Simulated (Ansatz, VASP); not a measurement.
**BP: VASP beside Ansatz**

```
P B
1.0
     0.00000    2.26900    2.26900
     2.26900    0.00000    2.26900
     2.26900    2.26900    0.00000
P B
1 1
Direct
  0.75000 0.75000 0.75000
  0.00000 0.00000 0.00000
```

Alike in both runs: task single point; functional PBE; k mesh 10 × 10 × 10; occupations gaussian, width 0.029 eV; no spin polarisation.

|  | VASP | Ansatz |
| --- | --- | --- |
| version | VASP 6.6.1 | Ansatz 0.2.0 |
| potentials or method | VASP PAW PBE potentials, release 64 (P, B), cutoff 520 eV | all-electron LAPW, scalar-relativistic |

VASP gave:

- gap on the k mesh at the Fermi level (eV): 1.24
- least direct gap on the mesh (eV): 3.40
- pressure (GPa): 0.9

Task: Estimate Ansatz's values.

Result: gap on the k mesh at the Fermi level (eV): 1.25; least direct gap on the mesh (eV): 3.41; pressure (GPa): 1.1.

Ansatz ran all-electron here, and VASP with PAW potentials.
